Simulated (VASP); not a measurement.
Input of a VASP 6.6.1 run:

File POSCAR:

```
Pd
1.0
    0.0000000000      1.9558504376      1.9558504376
    1.9558504376      0.0000000000      1.9558504376
    1.9558504376      1.9558504376      0.0000000000
Pd
1
Direct
    0.0000000000      0.0000000000      0.0000000000
```

The input INCAR.step1:

```
PREC     = Accurate       # precision mode
ENCUT    = 520            # plane-wave cutoff, eV
ISMEAR   = 0              # smearing method
SIGMA    = 0.2            # smearing width, eV
LREAL    = False          # projectors in reciprocal space
LASPH    = True           # aspherical terms in the spheres
NELM     = 100            # most SCF steps
NBANDS   = 11             # bands
GGA      = PE             # functional
ALGO     = Normal         # electronic algorithm
EDIFF    = 1E-4           # SCF threshold, eV
LWAVE    = True           # write WAVECAR
LCHARG   = False          # write CHGCAR
```

Contents of INCAR.step2:

```
PREC     = Accurate       # precision mode
ENCUT    = 520            # plane-wave cutoff, eV
EDIFF    = 1E-6           # SCF threshold, eV
ISMEAR   = 0              # smearing method
SIGMA    = 0.2            # smearing width, eV
LREAL    = False          # projectors in reciprocal space
LASPH    = True           # aspherical terms in the spheres
NELM     = 100            # most SCF steps
ALGO     = Normal         # electronic algorithm
ISIF     = 2              # what is computed and relaxed
LWAVE    = False          # write WAVECAR
LCHARG   = False          # write CHGCAR
METAGGA  = R2SCAN         # meta-GGA
LMIXTAU  = True         
NBANDS   = 11             # bands
ISTART   = 1
```

Contents of KPOINTS:

```
regular mesh
0
Gamma
  14 14 14
```

Potentials or basis: VASP PAW PBE potentials, release 64 (Pd).

Launch:

```sh
$ cat potpaw_PBE.64/Pd/POTCAR > POTCAR
$ cp INCAR.step1 INCAR
$ mpirun -np 1 vasp_std > vasp.out
$ cp INCAR.step2 INCAR
$ mpirun -np 1 vasp_std > vasp.out
```

What does it give for the band gap on the k mesh?

Zero (bands 5 and 6 overlap by 1.65 eV).

Predict the pressure.

0.6 GPa.

Caveat: the PAW data sets were made with another functional, which shifts forces and pressure a little.
